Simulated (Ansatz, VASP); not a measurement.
## Two plane-wave programs on BaSi3

```
Ba Si
1.0
     4.48798    0.00000    0.00000
     0.00000    4.48798    0.00000
     0.00000    0.00000    4.48798
Ba Si
1 3
Direct
  0.00000 0.00000 0.00000
  0.00000 0.50000 0.50000
  0.50000 0.50000 0.00000
  0.50000 0.00000 0.50000
```

Alike in both runs: task single point; functional PBE-based global hybrid; k mesh 4 × 4 × 4; occupations gaussian, width 0.05 eV; no spin polarisation.

|  | VASP | Ansatz |
| --- | --- | --- |
| version | VASP 6.6.1 | Ansatz 0.2.0 |
| potentials or method | VASP PAW PBE potentials, release 64 (Ba_sv, Si), cutoff 520 eV | scalar-relativistic, plane waves, PAW |
| valence electrons in the cell | 22 | 22 |

VASP gave:

* gap on the k mesh at the Fermi level (eV): none
* pressure (GPa): -2.5

Question: Which values does Ansatz return?

Answer: gap on the k mesh at the Fermi level (eV): none; pressure (GPa): -3.0.

VASP's potentials were made for PBE, not for PBE-based global hybrid. A gap of «none» marks a metal or a gap that the smearing closes. With one functional, cell and mesh, what is left measures potentials, basis and numerics. Ansatz's warnings: filled band counts differ across k points, stress exchange threshold loose, stress scf threshold loose.

Spin-orbit coupling is off throughout.
